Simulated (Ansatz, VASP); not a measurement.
# Ir: VASP beside Ansatz

The input INCAR:

```
  ALGO = Normal
  EDIFF = 1E-7
  ENCUT = 520
  GGA = PS
  ISIF = 2
  ISMEAR = 0
  LASPH = True
  LCHARG = True
  LELF = True
  LREAL = False
  LVHAR = True
  LWAVE = False
  NBANDS = 16
  NELM = 80
  PREC = Accurate
  SIGMA = 0.15
```

The input KPOINTS:

```
k-points
0
Gamma
  18 18 12
```

Contents of POSCAR:

```
Ir
1.0
    2.7926485630      0.0000000000      0.0000000000
   -1.3963242815      2.4185045994      0.0000000000
    0.0000000000      0.0000000000      4.3284213000
Ir
2
Direct
    0.6666666667      0.3333333333      0.7500000000
    0.3333333333      0.6666666667      0.2500000000
```

Input for Ansatz:

```yaml
crystal:
  lattice:
    - [2.792648563, 0.0, 0.0]
    - [-1.3963242815, 2.4185045994, 0.0]
    - [0.0, 0.0, 4.3284213]
  atoms:
    - { symbol: Ir, position: [0.6666666667, 0.3333333333, 0.75] }
    - { symbol: Ir, position: [0.3333333333, 0.6666666667, 0.25] }
basis:
  ecutwfc: 420
kpoints:
  mp_grid: { grid: [18, 18, 12] }
hamiltonian:
  xc: pbesol
scf:
  occupations: { method: gaussian, width: 0.15 }
output:
  forces: true
  stress: true
  eigenvalues: true
```

Change from the starting cell: strain +0.015 along x and y, -0.030 along z, atoms carried along.

Alike in both runs: task single point; functional PBEsol; k mesh 18 × 18 × 12; occupations gaussian, width 0.15 eV; no spin polarisation.

|  | VASP | Ansatz |
| --- | --- | --- |
| version | VASP 6.6.1 | Ansatz 0.2.0 |
| potentials or method | VASP PAW PBE potentials, release 64 (Ir), cutoff 520 eV | scalar-relativistic, plane waves, PAW |
| valence electrons in the cell | 18 | 34 |

|  | VASP | Ansatz | Ansatz less VASP |
| --- | --- | --- | --- |
| gap on the k mesh at the Fermi level (eV) | none | none | - |
| pressure (GPa) | -10.4 | -11.2 | -0.75 |
| traceless stress, the component that is largest in VASP (GPa) | 9.85 | 9.80 | -0.050 |

VASP's potentials were made for PBE, not for PBEsol. A gap of «none» marks a metal or a gap that the smearing closes. VASP's potentials hold 18 valence electrons a cell and Ansatz's 34, so a difference there can come from the potentials and not from the codes.

Neither program's run includes spin-orbit coupling.
